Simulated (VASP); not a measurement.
# Rh (Fm-3m) in VASP: a series of runs

The runs below take Rh through single point, with LDA.

Everything below comes from runs of VASP 6.6.1. Logs are shortened: lines on timing, memory, paths and dates and some standing lists are left out, and cuts for length are marked.

## (1) The cell of the first run

The structure is cubic, space group Fm-3m (No. 225). The conventional cell has a = 3.076 Å, b = 3.076 Å, c = 3.076 Å, α = 90.00°, β = 90.00°, γ = 90.00°. Rh (site symmetry m-3m) has 12 Rh at 2.17 Å within 2.9 Å.

## (2) Single point, LDA (volume scaled by 0.55)

File INCAR:

```
SYSTEM = Rh
  PREC = Accurate
  ENCUT = 520
  EDIFF = 1E-6
  ISMEAR = -1
  SIGMA = 0.05
  LREAL = .FALSE.
  LASPH = .TRUE.
  NELM = 80
  ALGO = Normal
  ISIF = 2
  LWAVE = .FALSE.
  LCHARG = .FALSE.
  GGA = CA
  NBANDS = 14
```

File KPOINTS:

```
Automatic mesh
0
G
  17 17 17
  0 0 0
```

File POSCAR:

```
Rh
1.0
    0.0000000000      1.5377528937      1.5377528937
    1.5377528937      0.0000000000      1.5377528937
    1.5377528937      1.5377528937      0.0000000000
Rh
1
Direct
    0.0000000000      0.0000000000      0.0000000000
```

Potentials or basis: VASP PAW LDA potentials, release 64 (Rh_pv).

Started as:

```
$ cat potpaw_LDA.64/Rh_pv/POTCAR > POTCAR
$ mpirun -np 1 vasp_std > vasp.out
```

OUTCAR:

```text
SYSTEM = Rh
   PREC = Accurate
   ENCUT = 520
   EDIFF = 1E-6
   ISMEAR = -1
   LREAL = .FALSE.
   LASPH = .TRUE.
   NELM = 80
   ISIF = 2
   GGA = CA

 ion  position               nearest neighbor table
   1  0.000  0.000  0.000-

  LATTYP: Found a face centered cubic cell.
 ALAT       =     3.0755057874

  Lattice vectors:

 A1 = (   0.0000000000,   1.5377528937,   1.5377528937)
 A2 = (   1.5377528937,   0.0000000000,   1.5377528937)
 A3 = (   1.5377528937,   1.5377528937,   0.0000000000)

Analysis of symmetry for initial positions (statically):
=====================================================================
 Subroutine PRICEL returns:
 Original cell was already a primitive cell.

 Routine SETGRP: Setting up the symmetry group for a
 face centered cubic supercell.

 Subroutine GETGRP returns: Found 48 space group operations
 (whereof 48 operations were pure point group operations)
 out of a pool of 48 trial point group operations.

The static configuration has the point symmetry O_h .

Analysis of symmetry for dynamics (positions and initial velocities):
=====================================================================
 Subroutine PRICEL returns:
 Original cell was already a primitive cell.

 Routine SETGRP: Setting up the symmetry group for a
 face centered cubic supercell.

 Subroutine GETGRP returns: Found 48 space group operations
 (whereof 48 operations were pure point group operations)
 out of a pool of 48 trial point group operations.

The dynamic configuration has the point symmetry O_h .

 Subroutine INISYM returns: Found 48 space group operations
 (whereof 48 operations are pure point group operations),
 and found     1 'primitive' translations

----------------------------------------------------------------------------------------

                                     Primitive cell

  volume of cell :       7.2726

  direct lattice vectors                    reciprocal lattice vectors
     0.000000000  1.537752894  1.537752894    -0.325149770  0.325149770  0.325149770
     1.537752894  0.000000000  1.537752894     0.325149770 -0.325149770  0.325149770
     1.537752894  1.537752894  0.000000000     0.325149770  0.325149770 -0.325149770

  length of vectors
     2.174710998  2.174710998  2.174710998     0.563175922  0.563175922  0.563175922

  position of ions in fractional coordinates (direct lattice)
     0.000000000  0.000000000  0.000000000

  ion indices of the primitive-cell ions
   primitive index   ion index
                 1           1

----------------------------------------------------------------------------------------

 KPOINTS: Automatic mesh

Automatic generation of k-mesh.
 Grid dimensions read from file:
 generate k-points for:   17   17   17

 Generating k-lattice:

  Cartesian coordinates                     Fractional coordinates (reciprocal lattice)
    -0.019126457  0.019126457  0.019126457     0.058823529  0.000000000  0.000000000
     0.019126457 -0.019126457  0.019126457     0.000000000  0.058823529  0.000000000
     0.019126457  0.019126457 -0.019126457     0.000000000  0.000000000  0.058823529

  Length of vectors
     0.033127995  0.033127995  0.033127995

  Shift w.r.t. Gamma in fractional coordinates (k-lattice)
     0.000000000  0.000000000  0.000000000

 Subroutine IBZKPT returns following result:
 ===========================================

 Found    165 irreducible k-points:

 Following reciprocal coordinates:
            Coordinates               Weight
  0.000000  0.000000  0.000000      1.000000
  0.058824  0.000000  0.000000      8.000000
  0.117647  0.000000  0.000000      8.000000
  0.176471  0.000000  0.000000      8.000000
  0.235294  0.000000  0.000000      8.000000
  0.294118  0.000000  0.000000      8.000000
[... 16 lines left out ...]
 -0.176471  0.058824  0.000000     24.000000
 -0.117647  0.058824  0.000000     24.000000
 [... further k-points ...]
   k-points           NKPTS =    165   k-points in BZ     NKDIM =    165   number of bands    NBANDS=     14
   number of dos      NEDOS =    301   number of ions     NIONS =      1
   total plane-waves  NPLWV =   4096
   dimension x,y,z NGX =    16 NGY =   16 NGZ =   16
   dimension x,y,z NGXF=    32 NGYF=   32 NGZF=   32
   ions per type =               1
   NGX,Y,Z   is equivalent  to a cutoff of  12.23, 12.23, 12.23 a.u.
   NGXF,Y,Z  is equivalent  to a cutoff of  24.46, 24.46, 24.46 a.u.
 SYSTEM =  Rh
   PREC   = accura    normal or accurate (medium, high low for compatibility)
   ISTART =      0    job   : 0-new  1-cont  2-samecut
   ICHARG =      2    charge: 1-file 2-atom 10-const
   ISPIN  =      1    spin polarized calculation?
   LNONCOLLINEAR =      F non collinear calculations
   LSORBIT =      F    spin-orbit coupling
   LASPH  =      T    aspherical Exc in radial PAW
   ENCUT  =  520.0 eV  38.22 Ry    6.18 a.u.   4.04  4.04  4.04*2*pi/ulx,y,z
   NELM   =     80;   NELMIN=  2; NELMDL= -5     # of ELM steps
   EDIFF  = 0.1E-05   stopping-criterion for ELM
   LREAL  =      F    real-space projection
   EDIFFG = 0.1E-04   stopping-criterion for IOM
   NSW    =      0    number of steps for IOM
   IBRION =     -1    ionic relax: 0-MD 1-quasi-New 2-CG
   NFREE  =      0    steps in history (QN), initial steepest desc. (CG)
   ISIF   =      2    stress and relaxation
   ISYM   =      2    0-nonsym 1-usesym 2-fastsym
   POTIM  = 0.5000    time-step for ionic-motion
   TEBEG  =    0.0;   TEEND  =   0.0 temperature during run
   PSTRESS=    0.0 pullay stress
   NELECT =      15.0000    total number of electrons
   NUPDOWN=      -1.0000    fix difference up-down
   EMIN   =  10.00;   EMAX   =-10.00  energy-range for DOS
   EFERMI =   0.00;   METHOD = LEGACY
   ISMEAR =    -1;   SIGMA  =   0.05  broadening in eV -4-tet -1-fermi 0-gaus
   EFERMI_NEDOS =   21; number of points for ismear=-14 and -15
   IALGO  =     38    algorithm
   IMIX   =      4    mixing-type and parameters
     AMIX     =   0.40;   BMIX     =  1.00
     AMIX_MAG =   1.60;   BMIX_MAG =  1.00
  volume/ion in A,a.u.               =       7.27        49.08
  Fermi-wavevector in a.u.,A,eV,Ry     =   2.083893  3.937986 59.084783  4.342609
  Thomas-Fermi vector in A             =   3.078163
   LORBIT       =      0    0 simple, 1 ext, 2 COOP (PROOUT), +10 PAW based schemes
   GGA     = CA    functional components
   LHFCALC =     F    Hartree Fock is set to
   AEXX    =    0.0000 exact exchange contribution
   IVDW    =     0    specifies the selected vdW correction
   LEPSILON=     F    determine dielectric tensor
   LRPA    =     F    only Hartree local field effects (RPA)
 non-spin polarized calculation
  energy-cutoff  :      520.00
  volume of cell :        7.27
 maximum number of plane-waves:       203
   NGX =  9   NGY =  9   NGZ =  9

 number of electron      15.0000000 magnetization

 Free energy of the ion-electron system (eV)
  ---------------------------------------------------
  ext. energy  EPLUGINS =         0.00000000
  ---------------------------------------------------
  free energy    TOTEN  =        -0.07871505 eV

  energy without entropy =       -0.07550332  energy(sigma->0) =       -0.07710919

 E-fermi :  28.1070     XC(G=0): -18.7752

 val. band max:       28.0990608893   @ k =  -0.2941   0.2941   0.1176
 cond. band min:      28.1587853757   @ k =   0.4118   0.2353   0.0588
 fundamental gap:      0.0597244865
 Fermi energy:        28.1069941121

 k-point     1 :       0.0000    0.0000    0.0000
  band No.  band energies     occupation
      1     -19.2982      2.00000
      2     -19.2982      2.00000
      3     -19.2982      2.00000
      4      15.6693      2.00000
      5      19.9367      2.00000
      6      19.9367      2.00000
      7      19.9367      2.00000
      8      25.4772      2.00000
      9      25.4772      2.00000
     10      40.5462      0.00000
     11      46.6665      0.00000
     12      50.4932      0.00000
     13      50.4932      0.00000
     14      50.4932      0.00000

 k-point     2 :       0.0588    0.0000    0.0000
  band No.  band energies     occupation
      1     -19.5089      2.00000
      2     -19.3222      2.00000
      3     -19.3222      2.00000
      4      15.9529      2.00000
      5      19.7692      2.00000
      6      20.0689      2.00000
      7      20.0689      2.00000
      8      25.3518      2.00000
      9      25.3518      2.00000
     10      41.1052      0.00000
     11      46.6664      0.00000
     12      49.5192      0.00000
     13      51.0102      0.00000
     14      51.0102      0.00000

 k-point     3 :       0.1176    0.0000    0.0000
  band No.  band energies     occupation
      1     -20.0981      2.00000
      2     -19.3904      2.00000
      3     -19.3904      2.00000
      4      16.6037      2.00000
      5      19.5168      2.00000
      6      20.4071      2.00000
      7      20.4071      2.00000
      8      25.0789      2.00000
      9      25.0789      2.00000
     10      42.5774      0.00000
     11      46.6644      0.00000
     12      47.7043      0.00000
     13      52.5002      0.00000
     14      52.5002      0.00000
[... 324 lines left out ...]
 k-point    23 :      -0.1765    0.0588    0.0000
  band No.  band energies     occupation
      1     -21.3171      2.00000
      2     -19.7327      2.00000
      3     -19.4689      2.00000
      4      16.9758      2.00000
      5      19.8323      2.00000
      6      20.9377      2.00000
      7      21.2028      2.00000
      8      24.1721      2.00000
      9      26.0155      2.00000
     10      44.1456      0.00000
     11      46.6636      0.00000
     12      47.4539      0.00000
     13      54.6267      0.00000
     14      56.9325      0.00000

 k-point    24 :      -0.1176    0.0588    0.0000
  band No.  band energies     occupation
      1     -20.4421      2.00000
      2     -19.5853      2.00000
      3     -19.3765      2.00000
      4      17.0465      2.00000
      5      19.1403      2.00000
      6      20.6037      2.00000
      7      20.8858      2.00000
      8      24.3689      2.00000
      9      25.5580      2.00000
     10      43.6185      0.00000
     11      46.6605      0.00000
     12      47.2152      0.00000
     13      52.4022      0.00000
     14      54.2381      0.00000

 [... further k-points ...]
[... 5 lines left out ...]
  --------------------------------------------------------------------------------------
  -------------------------------------------------------------------------------------
  Total       36.9185170     36.9185170     36.9185170     -0.0000000     -0.0000000      0.0000000
  in kB     8133.2697262   8133.2697262   8133.2697262     -0.0000000     -0.0000000      0.0000000
  external PRESSURE =    8133.2697262 kB  Pullay stress =       0.0000000 kB

 VOLUME and BASIS-vectors are now :
 -----------------------------------------------------------------------------
  energy-cutoff  :      520.00
  volume of cell :        7.27
      direct lattice vectors                 reciprocal lattice vectors
     0.000000000  1.537752894  1.537752894    -0.325149770  0.325149770  0.325149770
     1.537752894  0.000000000  1.537752894     0.325149770 -0.325149770  0.325149770
     1.537752894  1.537752894  0.000000000     0.325149770  0.325149770 -0.325149770

 POSITION                                       TOTAL-FORCE (eV/Angst)
 -----------------------------------------------------------------------------------
      0.00000      0.00000      0.00000         0.000000     -0.000000      0.000000
 -----------------------------------------------------------------------------------
    total drift:                                0.000000      0.000000      0.000000

  FREE ENERGIE OF THE ION-ELECTRON SYSTEM (eV)
  ---------------------------------------------------
  free  energy   TOTEN  =        -0.0787150541 eV

  energy  without entropy=       -0.0755033235  energy(sigma->0) =       -0.07710919
```

Run time: 8.4 s. Hardware: 1 thread of AMD EPYC 7R13 (Zen 3), shared host; peak memory 0.09 GiB.

The run converged, but its numbers aren't listed here, since they failed a check.

## (3) Single point, LDA (volume scaled by 0.72)

File INCAR:

```
PREC = Accurate ; ENCUT = 520
EDIFF = 1E-6 ; ISMEAR = -1
SIGMA = 0.05 ; LREAL = False
LASPH = True ; NELM = 80
ALGO = Normal ; ISIF = 2
LWAVE = False ; LCHARG = False
NBANDS = 14
```

File KPOINTS:

```
regular mesh
0
Gamma
  17 17 17
```

File POSCAR:

```
Rh
1.0
    0.0000000000      1.6821955841      1.6821955841
    1.6821955841      0.0000000000      1.6821955841
    1.6821955841      1.6821955841      0.0000000000
Rh
1
Direct
    0.0000000000      0.0000000000      0.0000000000
```

Potentials or basis: VASP PAW LDA potentials, release 64 (Rh_pv).

Started as:

```
$ cat potpaw_LDA.64/Rh_pv/POTCAR > POTCAR
$ mpirun -np 1 vasp_std > vasp.out
```

OUTCAR:

```text
PREC = Accurate
   ENCUT = 520
   EDIFF = 1E-6
   ISMEAR = -1
   LREAL = False
   LASPH = True
   NELM = 80
   ISIF = 2

 ion  position               nearest neighbor table
   1  0.000  0.000  0.000-

  LATTYP: Found a face centered cubic cell.
 ALAT       =     3.3643911682

  Lattice vectors:

 A1 = (   0.0000000000,   1.6821955841,   1.6821955841)
 A2 = (   1.6821955841,   0.0000000000,   1.6821955841)
 A3 = (   1.6821955841,   1.6821955841,   0.0000000000)

Analysis of symmetry for initial positions (statically):
=====================================================================
 Subroutine PRICEL returns:
 Original cell was already a primitive cell.

 Routine SETGRP: Setting up the symmetry group for a
 face centered cubic supercell.

 Subroutine GETGRP returns: Found 48 space group operations
 (whereof 48 operations were pure point group operations)
 out of a pool of 48 trial point group operations.

The static configuration has the point symmetry O_h .

Analysis of symmetry for dynamics (positions and initial velocities):
=====================================================================
 Subroutine PRICEL returns:
[... 159 lines left out ...]
 fundamental gap:      0.0508178618
 Fermi energy:        19.9780682907

 k-point     1 :       0.0000    0.0000    0.0000
  band No.  band energies     occupation
      1     -26.8739      2.00000
      2     -26.8739      2.00000
      3     -26.8739      2.00000
      4       9.1426      2.00000
      5      14.4992      2.00000
      6      14.4992      2.00000
      7      14.4992      2.00000
      8      18.2383      2.00000
      9      18.2383      2.00000
     10      34.7162      0.00000
     11      39.3335      0.00000
     12      42.4756      0.00000
     13      42.4756      0.00000
     14      42.4756      0.00000
[... 377 lines left out ...]
      1     -27.3767      2.00000
      2     -27.0006      2.00000
      3     -26.9127      2.00000
      4      10.3122      2.00000
      5      13.8699      2.00000
      6      14.9804      2.00000
      7      15.0843      2.00000
      8      17.5834      2.00000
      9      18.3306      2.00000
     10      36.8528      0.00000
     11      39.3071      0.00000
     12      39.4449      0.00000
     13      43.7066      0.00000
     14      45.1241      0.00000

 [... further k-points ...]
[... 5 lines left out ...]
  --------------------------------------------------------------------------------------
  -------------------------------------------------------------------------------------
  Total       14.1454854     14.1454854     14.1454854      0.0000000      0.0000000      0.0000000
  in kB     2380.5043289   2380.5043289   2380.5043289      0.0000000      0.0000000      0.0000000
  external PRESSURE =    2380.5043289 kB  Pullay stress =       0.0000000 kB

 VOLUME and BASIS-vectors are now :
 -----------------------------------------------------------------------------
  energy-cutoff  :      520.00
  volume of cell :        9.52
      direct lattice vectors                 reciprocal lattice vectors
     0.000000000  1.682195584  1.682195584    -0.297230598  0.297230598  0.297230598
     1.682195584  0.000000000  1.682195584     0.297230598 -0.297230598  0.297230598
     1.682195584  1.682195584  0.000000000     0.297230598  0.297230598 -0.297230598

 POSITION                                       TOTAL-FORCE (eV/Angst)
 -----------------------------------------------------------------------------------
      0.00000      0.00000      0.00000         0.000000      0.000000     -0.000000
 -----------------------------------------------------------------------------------
    total drift:                                0.000000     -0.000000      0.000000

  FREE ENERGIE OF THE ION-ELECTRON SYSTEM (eV)
  ---------------------------------------------------
  free  energy   TOTEN  =        -6.6750178684 eV

  energy  without entropy=       -6.6708420075  energy(sigma->0) =       -6.67292994
```

OSZICAR:

```text
N       E                     dE             d eps       ncg     rms          rms(c)
DAV:   1     0.115411417172E+03    0.11541E+03   -0.83962E+03  4668   0.122E+03
DAV:   2    -0.568670135523E+01   -0.12110E+03   -0.11583E+03  5262   0.353E+02
DAV:   3    -0.706742783262E+01   -0.13807E+01   -0.13794E+01  5100   0.407E+01
DAV:   4    -0.707085754463E+01   -0.34297E-02   -0.34297E-02  5160   0.208E+00
DAV:   5    -0.707087580960E+01   -0.18265E-04   -0.18263E-04  5106   0.134E-01    0.282E+01
DAV:   6    -0.674286077310E+01    0.32802E+00   -0.27180E-01  4866   0.803E+00    0.140E+01
DAV:   7    -0.668008012054E+01    0.62781E-01   -0.45779E-02  4998   0.312E+00    0.288E+00
DAV:   8    -0.667506466022E+01    0.50155E-02   -0.91777E-03  4860   0.149E+00    0.275E-01
DAV:   9    -0.667501153173E+01    0.53128E-04   -0.47794E-05  4878   0.970E-02    0.101E-02
DAV:  10    -0.667501779165E+01   -0.62599E-05   -0.23629E-06  4758   0.195E-02    0.102E-03
DAV:  11    -0.667501786842E+01   -0.76771E-07   -0.14822E-07  2472   0.521E-03
   1 F= -.66750179E+01 E0= -.66729299E+01  d E =-.417586E-02
```

Run time: 12 s. Hardware: 1 thread of AMD EPYC 7R13 (Zen 3), shared host; peak memory 0.1 GiB.

Results:

```yaml
Free_energy: -6.6750 eV
Pressure: 238.1 GPa
```

## (4) Single point, LDA (volume scaled by 0.72)

File INCAR:

```
ALGO = Normal
EDIFF = 1E-6
ENCUT = 520
GGA = CA
ISIF = 2
ISMEAR = -1
LASPH = T
LCHARG = T
LELF = T
LREAL = F
LVHAR = T
LWAVE = F
NBANDS = 14
NELM = 100
PREC = Accurate
SIGMA = 0.05
```

File KPOINTS:

```
k-points
0
Gamma
  17 17 17
```

POSCAR is that of step 3.

Started as:

```
$ cat potpaw_LDA.64/Rh_pv/POTCAR > POTCAR
$ mpirun -np 1 vasp_std > vasp.out
```

It took 12 s on 1 thread of AMD EPYC 7R13 (Zen 3), shared host; peak memory 0.1 GiB.

It converged, with:

* Free energy: -6.6750 eV
* Pressure: 238.1 GPa

Levels at points of the mesh, in eV from the Fermi level:
```csv
k point,band 3,band 4,band 5,band 6,band 7,band 8,band 9,band 10,band 11,band 12
"(0.00, 0.00, 0.00)",-46.85,-10.84,-5.48,-5.48,-5.48,-1.74,-1.74,14.74,19.36,22.50
```

[end of part 1 of 2]
